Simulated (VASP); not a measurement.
Runs of VASP 6.6.1 on Re. The structure is that of space group Fm-3m (No. 225), or close to it. The cells are those of the table. This isn't the form of Re at room conditions, which is hcp.

| cell | gap on the mesh (eV) | pressure (GPa) |
| --- | --- | --- |
| a = 2.693 Å, angles 60.0°, 1 atom | none | 18.3 |
| a = 2.766 Å, angles 60.0°, 1 atom | none | (a) |
| a = 2.655 Å, angles 60.0°, 1 atom | none | 40.9 |
| a = 2.730 Å, angles 60.0°, 1 atom | none | 0.2 |

Alike in all rows: task single point; level LDA; potentials or basis VASP PAW LDA potentials, release 64 (Re_sv_GW); no spin polarisation; k mesh 16 × 16 × 16; cutoff (eV) 560; smearing fermi-dirac 0.1 eV.

Problem. Fill in the values left out.

Solution. (a) -14.5.

Caveats: spin-orbit coupling is left out, which moves the levels of the heavy elements; the cell stands under pressure (at least some runs); the cell stands under tension (at least some runs).

A k mesh can miss the band edges, and the runs leave out spin-orbit coupling on Re.

A gap of «none» marks levels without a gap at the run's occupations.
